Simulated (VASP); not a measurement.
The system is Ni.

```xyz
1
Lattice="0.0000 1.7604 1.7604 1.7604 0.0000 1.7604 1.7604 1.7604 0.0000" Properties=species:S:1:pos:R:3 pbc="T T T"
Ni    0.0000    0.0000    0.0000
```

Base run:

```yaml
Program: VASP 6.6.1
Functional: PBE
Potentials_or_basis: VASP PAW PBE potentials, release 64 (Ni)
Cutoff: 520 eV
k_mesh: 13 × 13 × 13
Occupations: fermi-dirac, width 0.05 eV
Spin: collinear spin, ferromagnetic start
Starting_moments: "[1.0] μB"
```

Its results: pressure -0.4 GPa; net moment 0.63 μB per cell; site moments Ni +0.64 μB.

Question: The run is repeated on the same cell with these changes: functional from PBE to r2SCAN; cutoff from 520 eV to 660 eV. What comes out?

Answer: Pressure -7.3 GPa; net moment 0.71 μB per cell; site moments Ni +0.73 μB.

Caveats: the PAW data sets were made with another functional, which shifts forces and pressure a little (some runs).
